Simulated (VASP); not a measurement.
Write the native input for VASP 6.6.1 that does the following.

- Task: single point
- Functional: PBEsol
- Potentials or basis: VASP PAW PBE potentials, release 64 (Hf_pv)
- Cutoff: 520 eV
- k mesh: 14 × 14 × 14
- Occupations: fermi-dirac, width 0.05 eV
- Spin: no spin polarisation
- Dipole correction: no
- Further INCAR settings: ALGO = Normal; EDIFF = 1e-06; NBANDS = 11

The structure of Hf lies in POSCAR:

```
Hf
1.0
   -1.8591500000      1.8050000000      1.8050000000
    1.8050000000     -1.8591500000      1.8050000000
    1.8050000000      1.8050000000     -1.8591500000
Hf
1
Direct
    0.0000000000      0.0000000000      0.0000000000
```

This cell differs from its parent crystal: equal xy, yz and zx shear strains of -3 %.

These files were run (other wordings do the same):

INCAR

```
  ALGO = Normal
  EDIFF = 1E-6
  ENCUT = 520
  GGA = PS
  ISIF = 2
  ISMEAR = -1
  LASPH = True
  LCHARG = False
  LREAL = False
  LWAVE = False
  NBANDS = 11
  NELM = 60
  PREC = Accurate
  SIGMA = 0.05
```

KPOINTS

```
k-points
0
Gamma
  14 14 14
```

Potentials or basis: VASP PAW PBE potentials, release 64 (Hf_pv).

Run with:

```bash
$ cat potpaw_PBE.64/Hf_pv/POTCAR > POTCAR
$ mpirun -np 1 vasp_std > vasp.out
```

Results of the run:

- Pressure: -9.3 GPa
- Band gap on the k mesh: zero (band 5 reaches 5.41 eV, above the bottom of band 6 at 3.34 eV)

Caveat: the cell differs from its parent crystal (equal xy, yz and zx shear strains of -3 %); the PAW data sets were made with another functional, which shifts forces and pressure a little; spin-orbit coupling is left out, which moves the levels of the heavy elements.

Run time: 16 s on 1 thread of Intel(R) Xeon(R) 6975P-C (Granite Rapids) (shared host), peak memory 0.19 GiB.
